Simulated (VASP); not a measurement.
Wanted: the native input for a VASP 6.6.1 run.

| Item | Value |
| --- | --- |
| Task | single point |
| Functional | LDA |
| Potentials or basis | VASP PAW LDA potentials, release 64 (Sr_sv) |
| Cutoff | 520 eV |
| k mesh | 5 × 5 × 3 |
| Occupations | gaussian, width 0.1 eV |
| Spin | no spin polarisation |
| Dipole correction | no |
| Further INCAR settings | ALGO = Normal; EDIFF = 1e-06; NBANDS = 17 |

The structure of Sr lies in POSCAR:

```
Sr
1.0
    4.3100002207      0.0000000000      0.0000000000
   -2.1550001104      3.7325696814      0.0000000000
    0.0000000000      0.0000000000      7.0500000000
Sr
2
Direct
    0.3333333333      0.6666666667      0.2500000000
    0.6666666667      0.3333333333      0.7500000000
```

This isn't the form of Sr at room conditions, which is fcc.

The input as run:

INCAR

```
ALGO = Normal
EDIFF = 1E-6
ENCUT = 520
GGA = CA
ISIF = 2
ISMEAR = 0
LASPH = T
LCHARG = T
LELF = T
LREAL = F
LVHAR = T
LWAVE = F
NBANDS = 17
NELM = 100
PREC = Accurate
SIGMA = 0.1
```

KPOINTS

```
k-points
0
Gamma
  5 5 3
```

Potentials or basis: VASP PAW LDA potentials, release 64 (Sr_sv).

The run is started by

```sh
$ cat potpaw_LDA.64/Sr_sv/POTCAR > POTCAR
$ mpirun -np 1 vasp_std > vasp.out
```

Results of the run:

```json
{
  "Pressure": "-1.6 GPa",
  "Band gap on the k mesh": "zero (bands 10 and 11 overlap by 0.04 eV)"
}
```

Wall time 14 s on 1 thread of Intel Xeon 8259CL, with other jobs on the host, peak memory 0.19 GiB.
